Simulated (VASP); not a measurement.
# BiTe (Pm-3m) in VASP: single point with PBE

Aim: the single point of BiTe with PBE.

All numbers are computed with VASP 6.6.1; they aren't measurements. Logs are shortened: lines on timing, memory, paths and dates and some standing lists are left out, and cuts for length are marked.

## 1. The cell of the first run

It takes space group Pm-3m (No. 221, cubic). Conventional cell: a = 4.076 Å, b = 4.076 Å, c = 4.076 Å, α = 90.00°, β = 90.00°, γ = 90.00°. Within 4.6 Å of Bi (site symmetry m-3m) lie 8 Te at 3.53 Å and 6 Bi at 4.08 Å. Within 4.6 Å of Te (site symmetry m-3m) lie 8 Bi at 3.53 Å and 6 Te at 4.08 Å.

## 2. Single point, PBE

INCAR

```
PREC = Accurate ; ENCUT = 520
EDIFF = 1E-6 ; ISMEAR = 0
SIGMA = 0.15 ; LREAL = F
LASPH = T ; NELM = 100
ALGO = Normal ; ISIF = 2
LWAVE = F ; LCHARG = F
GGA = PE ; NBANDS = 18
```

KPOINTS

```
Automatic mesh
0
Gamma
  14 14 14
```

POSCAR

```
BiTe
1.0
   -1.3586148655      2.7172297309      2.7172297309
    2.7172297309     -1.3586148655      2.7172297309
    2.7172297309      2.7172297309     -1.3586148655
Bi Te
1 1
Direct
    0.0000000000      0.0000000000      0.0000000000
    0.5000000000      0.5000000000      0.5000000000
```

Potentials or basis: VASP PAW PBE potentials, release 64 (Bi_d, Te).

Command:

```console
> cat potpaw_PBE.64/Bi_d/POTCAR potpaw_PBE.64/Te/POTCAR > POTCAR
> mpirun -np 1 vasp_std > vasp.out
```

OUTCAR:

```text
PREC = Accurate
   ENCUT = 520
   EDIFF = 1E-6
   ISMEAR = 0
   LREAL = F
   LASPH = T
   NELM = 100
   ISIF = 2
   GGA = PE

 ion  position               nearest neighbor table
   1  0.000  0.000  0.000-   2 3.53   2 3.53   2 3.53   2 3.53   2 3.53   2 3.53   2 3.53   2 3.53

   2  0.500  0.500  0.500-   1 3.53   1 3.53   1 3.53   1 3.53   1 3.53   1 3.53   1 3.53   1 3.53

  LATTYP: Found a simple cubic cell.
 ALAT       =     4.0758445964

  Lattice vectors:

 A1 = (  -1.3586148655,   2.7172297309,   2.7172297309)
 A2 = (   2.7172297309,  -1.3586148655,   2.7172297309)
 A3 = (   2.7172297309,   2.7172297309,  -1.3586148655)

Analysis of symmetry for initial positions (statically):
=====================================================================
 Subroutine PRICEL returns:
 Original cell was already a primitive cell.

 Routine SETGRP: Setting up the symmetry group for a
 simple cubic supercell.

 Subroutine GETGRP returns: Found 48 space group operations
 (whereof 48 operations were pure point group operations)
 out of a pool of 48 trial point group operations.

The static configuration has the point symmetry O_h .

Analysis of symmetry for dynamics (positions and initial velocities):
=====================================================================
 Subroutine PRICEL returns:
 Original cell was already a primitive cell.

 Routine SETGRP: Setting up the symmetry group for a
 simple cubic supercell.

 Subroutine GETGRP returns: Found 48 space group operations
 (whereof 48 operations were pure point group operations)
 out of a pool of 48 trial point group operations.

The dynamic configuration has the point symmetry O_h .

 Subroutine INISYM returns: Found 48 space group operations
 (whereof 48 operations are pure point group operations),
 and found     1 'primitive' translations

----------------------------------------------------------------------------------------

                                     Primitive cell

  volume of cell :      67.7100

  direct lattice vectors                    reciprocal lattice vectors
    -1.358614866  2.717229731  2.717229731    -0.081782640  0.163565281  0.163565281
     2.717229731 -1.358614866  2.717229731     0.163565281 -0.081782640  0.163565281
     2.717229731  2.717229731 -1.358614866     0.163565281  0.163565281 -0.081782640

  length of vectors
     4.075844596  4.075844596  4.075844596     0.245347921  0.245347921  0.245347921

  position of ions in fractional coordinates (direct lattice)
     0.000000000  0.000000000  0.000000000
     0.500000000  0.500000000  0.500000000

  ion indices of the primitive-cell ions
   primitive index   ion index
                 1           1
                 2           2

----------------------------------------------------------------------------------------

 KPOINTS: Automatic mesh

Automatic generation of k-mesh.
 Grid dimensions read from file:
 generate k-points for:   14   14   14

 Generating k-lattice:

  Cartesian coordinates                     Fractional coordinates (reciprocal lattice)
    -0.005841617  0.011683234  0.011683234     0.071428571  0.000000000  0.000000000
     0.011683234 -0.005841617  0.011683234     0.000000000  0.071428571  0.000000000
     0.011683234  0.011683234 -0.005841617     0.000000000  0.000000000  0.071428571

  Length of vectors
     0.017524852  0.017524852  0.017524852

  Shift w.r.t. Gamma in fractional coordinates (k-lattice)
     0.000000000  0.000000000  0.000000000

 Subroutine IBZKPT returns following result:
 ===========================================

 Found    120 irreducible k-points:

 Following reciprocal coordinates:
            Coordinates               Weight
  0.000000  0.000000  0.000000      1.000000
  0.071429  0.000000  0.000000      6.000000
  0.142857  0.000000  0.000000      6.000000
  0.214286 -0.000000 -0.000000      6.000000
  0.285714 -0.000000 -0.000000      6.000000
  0.357143  0.000000  0.000000      6.000000
[... 16 lines left out ...]
  0.285714  0.214286  0.000000     24.000000
  0.357143  0.214286  0.000000     24.000000
 [... further k-points ...]
   k-points           NKPTS =    120   k-points in BZ     NKDIM =    120   number of bands    NBANDS=     18
   number of dos      NEDOS =    301   number of ions     NIONS =      2
   total plane-waves  NPLWV =  27000
   dimension x,y,z NGX =    30 NGY =   30 NGZ =   30
   dimension x,y,z NGXF=    60 NGYF=   60 NGZF=   60
   ions per type =               1   1
   NGX,Y,Z   is equivalent  to a cutoff of  12.24, 12.24, 12.24 a.u.
   NGXF,Y,Z  is equivalent  to a cutoff of  24.47, 24.47, 24.47 a.u.
 SYSTEM =  unknown system
   PREC   = accura    normal or accurate (medium, high low for compatibility)
   ISTART =      0    job   : 0-new  1-cont  2-samecut
   ICHARG =      2    charge: 1-file 2-atom 10-const
   ISPIN  =      1    spin polarized calculation?
   LNONCOLLINEAR =      F non collinear calculations
   LSORBIT =      F    spin-orbit coupling
   LASPH  =      T    aspherical Exc in radial PAW
   ENCUT  =  520.0 eV  38.22 Ry    6.18 a.u.   7.58  7.58  7.58*2*pi/ulx,y,z
   NELM   =    100;   NELMIN=  2; NELMDL= -5     # of ELM steps
   EDIFF  = 0.1E-05   stopping-criterion for ELM
   LREAL  =      F    real-space projection
   EDIFFG = 0.1E-04   stopping-criterion for IOM
   NSW    =      0    number of steps for IOM
   IBRION =     -1    ionic relax: 0-MD 1-quasi-New 2-CG
   NFREE  =      0    steps in history (QN), initial steepest desc. (CG)
   ISIF   =      2    stress and relaxation
   ISYM   =      2    0-nonsym 1-usesym 2-fastsym
   POTIM  = 0.5000    time-step for ionic-motion
   TEBEG  =    0.0;   TEEND  =   0.0 temperature during run
   PSTRESS=    0.0 pullay stress
   NELECT =      21.0000    total number of electrons
   NUPDOWN=      -1.0000    fix difference up-down
   EMIN   =  10.00;   EMAX   =-10.00  energy-range for DOS
   EFERMI =   0.00;   METHOD = LEGACY
   ISMEAR =     0;   SIGMA  =   0.15  broadening in eV -4-tet -1-fermi 0-gaus
   EFERMI_NEDOS =   21; number of points for ismear=-14 and -15
   IALGO  =     38    algorithm
   IMIX   =      4    mixing-type and parameters
     AMIX     =   0.40;   BMIX     =  1.00
     AMIX_MAG =   1.60;   BMIX_MAG =  1.00
  volume/ion in A,a.u.               =      33.86       228.46
  Fermi-wavevector in a.u.,A,eV,Ry     =   1.108146  2.094092 16.707785  1.227988
  Thomas-Fermi vector in A             =   2.244669
   LORBIT       =      0    0 simple, 1 ext, 2 COOP (PROOUT), +10 PAW based schemes
   GGA     = PE    functional components
   LHFCALC =     F    Hartree Fock is set to
   AEXX    =    0.0000 exact exchange contribution
   IVDW    =     0    specifies the selected vdW correction
   LEPSILON=     F    determine dielectric tensor
   LRPA    =     F    only Hartree local field effects (RPA)
 non-spin polarized calculation
 Gauss-broadening in eV      SIGMA  =   0.15
  energy-cutoff  :      520.00
  volume of cell :       67.71
 maximum number of plane-waves:      1856
   NGX = 15   NGY = 15   NGZ = 15

 number of electron      20.9999995 magnetization

 Free energy of the ion-electron system (eV)
  ---------------------------------------------------
  ext. energy  EPLUGINS =         0.00000000
  ---------------------------------------------------
  free energy    TOTEN  =        -6.80557592 eV

  energy without entropy =       -6.79003498  energy(sigma->0) =       -6.79780545

 E-fermi :   6.4686     XC(G=0):  -9.5956

 val. band max:        6.4545971157   @ k =   0.2857   0.1429   0.0714
 cond. band min:       6.4799802802   @ k =   0.4286   0.0714   0.0714
 fundamental gap:      0.0253831646
 Fermi energy:         6.4685955545

 k-point     1 :       0.0000    0.0000    0.0000
  band No.  band energies     occupation
      1     -16.9320      2.00000
      2     -16.9320      2.00000
      3     -16.8989      2.00000
      4     -16.8989      2.00000
      5     -16.8989      2.00000
      6      -6.5075      2.00000
[... 10 lines left out ...]
     17      16.4474      0.00000
     18      16.4474      0.00000

 k-point     2 :       0.0714    0.0000    0.0000
  band No.  band energies     occupation
      1     -16.9320      2.00000
      2     -16.9307      2.00000
      3     -16.8992      2.00000
      4     -16.8992      2.00000
      5     -16.8988      2.00000
      6      -6.4683      2.00000
[... 10 lines left out ...]
     17      16.1930      0.00000
     18      16.1949      0.00000

 k-point     3 :       0.1429    0.0000    0.0000
  band No.  band energies     occupation
      1     -16.9319      2.00000
      2     -16.9269      2.00000
      3     -16.9003      2.00000
      4     -16.9003      2.00000
      5     -16.8987      2.00000
      6      -6.3512      2.00000
[... 10 lines left out ...]
     17      15.7370      0.00000
     18      15.9183      0.00000

 k-point     4 :       0.2143   -0.0000   -0.0000
  band No.  band energies     occupation
      1     -16.9317      2.00000
      2     -16.9215      2.00000
      3     -16.9020      2.00000
      4     -16.9020      2.00000
      5     -16.8986      2.00000
      6      -6.1583      2.00000
[... 10 lines left out ...]
     17      15.8417      0.00000
     18      15.8423      0.00000

 k-point     5 :       0.2857   -0.0000   -0.0000
  band No.  band energies     occupation
      1     -16.9315      2.00000
      2     -16.9154      2.00000
      3     -16.9037      2.00000
      4     -16.9037      2.00000
      5     -16.8985      2.00000
      6      -5.8933      2.00000
[... 10 lines left out ...]
     17      15.9655      0.00000
     18      15.9655      0.00000

 k-point     6 :       0.3571    0.0000    0.0000
  band No.  band energies     occupation
      1     -16.9313      2.00000
      2     -16.9099      2.00000
      3     -16.9053      2.00000
      4     -16.9053      2.00000
      5     -16.8984      2.00000
      6      -5.5624      2.00000
[... 10 lines left out ...]
     17      16.2597      0.00000
     18      16.2597      0.00000

 k-point     7 :       0.4286   -0.0000   -0.0000
  band No.  band energies     occupation
      1     -16.9312      2.00000
      2     -16.9065      2.00000
      3     -16.9065      2.00000
      4     -16.9062      2.00000
      5     -16.8983      2.00000
      6      -5.1753      2.00000
[... 10 lines left out ...]
     17      16.6826      0.00000
     18      16.6826      0.00000

 k-point     8 :       0.5000   -0.0000   -0.0000
  band No.  band energies     occupation
      1     -16.9312      2.00000
      2     -16.9069      2.00000
      3     -16.9069      2.00000
      4     -16.9048      2.00000
      5     -16.8983      2.00000
      6      -4.7940      2.00000
[... 10 lines left out ...]
     17      17.0665      0.00000
     18      17.1236      0.00000
[... 229 lines left out ...]
     17      14.8972      0.00000
     18      15.0833      0.00000

 k-point    20 :       0.4286    0.1429    0.0000
  band No.  band energies     occupation
      1     -16.9276      2.00000
      2     -16.9084      2.00000
      3     -16.9062      2.00000
      4     -16.9045      2.00000
      5     -16.8997      2.00000
      6      -5.0555      2.00000
[... 10 lines left out ...]
     17      15.1951      0.00000
     18      15.7469      0.00000

 k-point    21 :       0.5000    0.1429    0.0000
  band No.  band energies     occupation
      1     -16.9275      2.00000
      2     -16.9088      2.00000
      3     -16.9066      2.00000
      4     -16.9031      2.00000
      5     -16.8997      2.00000
      6      -4.6938      2.00000
[... 10 lines left out ...]
     17      15.5013      0.00000
     18      15.8236      0.00000

 k-point    22 :       0.2143    0.2143   -0.0000
  band No.  band energies     occupation
      1     -16.9263      2.00000
      2     -16.9159      2.00000
      3     -16.9055      2.00000
      4     -16.9018      2.00000
      5     -16.9015      2.00000
      6      -5.8249      2.00000
[... 10 lines left out ...]
     17      14.3946      0.00000
     18      16.7695      0.00000

 k-point    23 :       0.2857    0.2143    0.0000
  band No.  band energies     occupation
      1     -16.9252      2.00000
      2     -16.9108      2.00000
      3     -16.9074      2.00000
      4     -16.9034      2.00000
      5     -16.9014      2.00000
      6      -5.5748      2.00000
[... 10 lines left out ...]
     17      14.2116      0.00000
     18      16.1273      0.00000

 k-point    24 :       0.3571    0.2143    0.0000
  band No.  band energies     occupation
      1     -16.9245      2.00000
      2     -16.9092      2.00000
      3     -16.9057      2.00000
      4     -16.9049      2.00000
      5     -16.9013      2.00000
      6      -5.2666      2.00000
[... 10 lines left out ...]
     17      14.8663      0.00000
     18      15.5115      0.00000

 [... further k-points ...]
[... 5 lines left out ...]
  --------------------------------------------------------------------------------------
  -------------------------------------------------------------------------------------
  Total       -2.1012486     -2.1012486     -2.1012486      0.0000000      0.0000000      0.0000000
  in kB      -49.7204634    -49.7204634    -49.7204634      0.0000000      0.0000000      0.0000000
  external PRESSURE =     -49.7204634 kB  Pullay stress =       0.0000000 kB

 VOLUME and BASIS-vectors are now :
 -----------------------------------------------------------------------------
  energy-cutoff  :      520.00
  volume of cell :       67.71
      direct lattice vectors                 reciprocal lattice vectors
    -1.358614866  2.717229731  2.717229731    -0.081782640  0.163565281  0.163565281
     2.717229731 -1.358614866  2.717229731     0.163565281 -0.081782640  0.163565281
     2.717229731  2.717229731 -1.358614866     0.163565281  0.163565281 -0.081782640

 POSITION                                       TOTAL-FORCE (eV/Angst)
 -----------------------------------------------------------------------------------
      0.00000      0.00000      0.00000         0.000000     -0.000000     -0.000000
      2.03792      2.03792      2.03792        -0.000000      0.000000      0.000000
 -----------------------------------------------------------------------------------
    total drift:                               -0.000000     -0.000000     -0.000000

  FREE ENERGIE OF THE ION-ELECTRON SYSTEM (eV)
  ---------------------------------------------------
  free  energy   TOTEN  =        -6.8055759186 eV

  energy  without entropy=       -6.7900349829  energy(sigma->0) =       -6.79780545
```

Wall time 3.1 min (1 thread of Intel Xeon 8259CL, shared host); peak memory 0.25 GiB.

What came out:

| Quantity | Value |
| --- | --- |
| Free energy | -6.8056 eV |
| Pressure | -5.0 GPa |
| Band gap on the k mesh | zero (an odd number of electrons rules out a gap without spin polarisation) |

Caveat: the cell stands under tension; spin-orbit coupling is left out, which moves the levels of the heavy elements.

The gap in the log of VASP goes by the Fermi energy; the results here count the filled bands.